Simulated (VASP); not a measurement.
Input of a VASP 6.6.1 run:

File INCAR:

```
SYSTEM = SnO2
PREC = Accurate
ENCUT = 520
EDIFF = 1E-7
ISMEAR = 0
SIGMA = 0.05
LREAL = .FALSE.
LASPH = .TRUE.
NELM = 100
ALGO = Normal
ISIF = 2
LWAVE = .FALSE.
LCHARG = .FALSE.
NBANDS = 35
```

File KPOINTS:

```
Automatic mesh
0
G
  10 10 10
  0 0 0
```

Contents of POSCAR:

```
SnO2
1.0
   -1.9861130355      1.9861130355      5.0392661147
    1.9861130355     -1.9861130355      5.0392661147
    1.9861130355      1.9861130355     -5.0392661147
Sn O
2 4
Direct
    0.7500000000      0.2500000000      0.5000000000
    0.0000000000      0.0000000000      0.0000000000
    0.7969975836      0.7969975836      0.0000000000
    0.9530024164      0.4530024164      0.5000000000
    0.2030024164      0.2030024164      0.0000000000
    0.5469975836      0.0469975836      0.5000000000
```

Potentials or basis: VASP PAW LDA potentials, release 64 (Sn_d, O).

Command:

```sh
$ cat potpaw_LDA.64/Sn_d/POTCAR potpaw_LDA.64/O/POTCAR > POTCAR
$ mpirun -np 1 vasp_std > vasp.out
```

(1) Predict the largest force.

(2) Estimate the band gap on the k mesh.

## Answers

(1) 0.241 eV/Å.

(2) 1.91 eV (least direct gap 2.32 eV).

Caveat: the cell differs from its parent crystal (strain -0.0100 x Voigt [0, 0, 1, 0, 0, 0]); spin-orbit coupling is left out, which moves the levels of the heavy elements.
